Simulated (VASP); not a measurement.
BaTiO3:

```
CELL_PARAMETERS angstrom
3.99980 0.00000 0.00000
0.00000 3.99980 0.00000
0.00000 0.00000 4.01800
ATOMIC_POSITIONS crystal
Ba 0.00000 0.00000 0.00000
Ti 0.50000 0.50000 0.49000
O 0.50000 0.50000 0.01900
O 0.50000 0.00000 0.51700
O 0.00000 0.50000 0.51700
```

Base run:

* Program: VASP 6.6.1
* Functional: PBE
* Potentials or basis: VASP PAW PBE potentials, release 64 (Ba_sv, Ti_sv, O)
* Cutoff: 520 eV
* k mesh: 6 × 6 × 6
* Occupations: gaussian, width 0.01 eV
* Spin: no spin polarisation
* Hubbard terms: Ti d U = 6.0 eV

Its results: band gap on the k mesh 2.52 eV (least direct gap 2.84 eV); pressure 9.1 GPa; largest force 0.768 eV/Å.

Question: After a change of settings the same cell gave: band gap on the k mesh 1.77 eV (least direct gap 2.06 eV); pressure 4.2 GPa; largest force 0.275 eV/Å. Which change was it?
A. hubbard terms from Ti d U = 6.0 eV to Ti d U = 4.0 eV; further incar settings from ALGO = Normal; EDIFF = 1e-06; NBANDS = 28 to ALGO = Normal; EDIFF = 1e-07; NBANDS = 28
B. hubbard terms from Ti d U = 6.0 eV to Ti d U = 2.0 eV
C. hubbard terms from Ti d U = 6.0 eV to none

Answer: C.

The U term pushes filled and empty states of the shell apart.

Caveats: the cell stands under pressure; spin-orbit coupling is left out, which moves the levels of the heavy elements.
